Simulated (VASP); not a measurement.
A run of VASP 6.6.1 is set up as follows.

Contents of POSCAR:

```
InB3As4
1.0
    3.5373422466      0.0000000000      0.0000000000
    0.0000000000      7.3320921414      0.0000000000
    0.0000000000      0.0000000000      5.1619287825
B As In
3 4 1
Direct
    0.0000000000      0.7741398257     -0.0015188226
    0.5000000000      0.0000000000      0.4895648292
    0.0000000000      0.2258601743     -0.0015188226
    0.5000000000      0.7879426182      0.2258411495
    0.0000000000      0.0000000000      0.7261353641
    0.5000000000      0.2120573818      0.2258411495
    0.0000000000      0.5000000000      0.8412356359
    0.5000000000      0.5000000000      0.4944195173
```

Contents of INCAR.step1:

```
ALGO = Normal
EDIFF = 1E-4
ENCUT = 520
GGA = PE
ISMEAR = -1
LASPH = True
LCHARG = False
LREAL = False
LWAVE = True
NBANDS = 31
NELM = 60
PREC = Accurate
SIGMA = 0.02
```

The input INCAR.step2:

```
ALGO = Normal
EDIFF = 1E-6
ENCUT = 520
ISIF = 2
ISMEAR = -1
ISTART = 1
LASPH = True
LCHARG = False
LMIXTAU = True
LREAL = False
LWAVE = False
METAGGA = R2SCAN
NBANDS = 31
NELM = 60
PREC = Accurate
SIGMA = 0.02
```

Contents of KPOINTS:

```
k-points
0
Gamma
  8 4 6
```

Potentials or basis: VASP PAW PBE potentials, release 64 (B, As, In_d).

The run is started by

```console
$ cat potpaw_PBE.64/B/POTCAR potpaw_PBE.64/As/POTCAR potpaw_PBE.64/In_d/POTCAR > POTCAR
$ cp INCAR.step1 INCAR
$ mpirun -np 1 vasp_std > vasp.out
$ cp INCAR.step2 INCAR
$ mpirun -np 1 vasp_std > vasp.out
```

(1) Predict the band gap on the k mesh.

(2) Predict the pressure.

(3) Predict the largest force.

## Answers

(1) zero (bands 21 and 22 overlap by 0.18 eV).

(2) 0.1 GPa.

(3) 0.062 eV/Å.

Caveat: semilocal functionals underestimate gaps, so a narrow gap can read as zero; the PAW data sets were made with another functional, which shifts forces and pressure a little; spin-orbit coupling is left out, which moves the levels of the heavy elements.
